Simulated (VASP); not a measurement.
Here is a VASP 6.6.1 calculation.

INCAR

```
SYSTEM = InSb
PREC = Accurate
ENCUT = 500
EDIFF = 1E-6
ISMEAR = -1
SIGMA = 0.02
LREAL = .False.
LASPH = .True.
NELM = 120
ALGO = Normal
ISIF = 2
LWAVE = .False.
LCHARG = .True.
GGA = PE
LELF = .True.
LVHAR = .True.
NBANDS = 21
GGA_COMPAT = .False.
```

KPOINTS

```
regular mesh
0
Gamma
  6 6 6
  0 0 0
```

File POSCAR:

```
InSb
1.0
    0.0000000000      3.1575151304      3.1575151304
    3.1575151304      0.0000000000      3.1575151304
    3.1575151304      3.1575151304      0.0000000000
In Sb
1 1
Direct
    0.0000000000      0.0000000000      0.0000000000
    0.2500000000      0.2500000000      0.2500000000
```

Potentials or basis: VASP PAW PBE potentials, release 64 (In_d, Sb_d_GW).

The run is started by

```sh
$ cat potpaw_PBE.64/In_d/POTCAR potpaw_PBE.64/Sb_d_GW/POTCAR > POTCAR
$ mpirun -np 1 vasp_std > vasp.out
```

Estimate the pressure.

7.7 GPa.

Predict the band gap on the k mesh.

0.25 eV, direct.

Caveat: the cell differs from its parent crystal (strain -3.7%); spin-orbit coupling is left out, which moves the levels of the heavy elements. A k mesh can miss the band edges.
